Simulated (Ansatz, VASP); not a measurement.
**TiB2: VASP beside Ansatz**

```
Ti B
1.0
     3.06575    0.00000    0.00000
    -1.53287    2.65501    0.00000
     0.00000    0.00000    3.27126
Ti B
1 2
Direct
  0.00000 0.00000 0.00000
  0.33333 0.66667 0.50000
  0.66667 0.33333 0.50000
```

Alike in both runs: task relaxation of cell and atoms; functional LDA; k mesh 12 × 12 × 10; occupations fermi-dirac, width 0.05 eV; no spin polarisation.

```csv
,VASP,Ansatz
version,VASP 6.6.1,Ansatz 0.2.0
potentials or method,"VASP PAW LDA potentials, release 64 (Ti_sv, B)","PAW with Ansatz's default frozen-core files, scalar-relativistic"
plane-wave cutoff (eV),600,420
valence electrons in the cell,18,18
```

```tsv
	VASP	Ansatz	Ansatz less VASP
relaxed volume (Å³/atom)	8.19	8.18	-0.017
relaxed length of the cell vector where the two differ most in proportion (Å)	3.162	3.160	-0.0026
```

LDA's correlation is that of Perdew and Zunger in VASP and of Perdew and Wang (1992) in Ansatz.
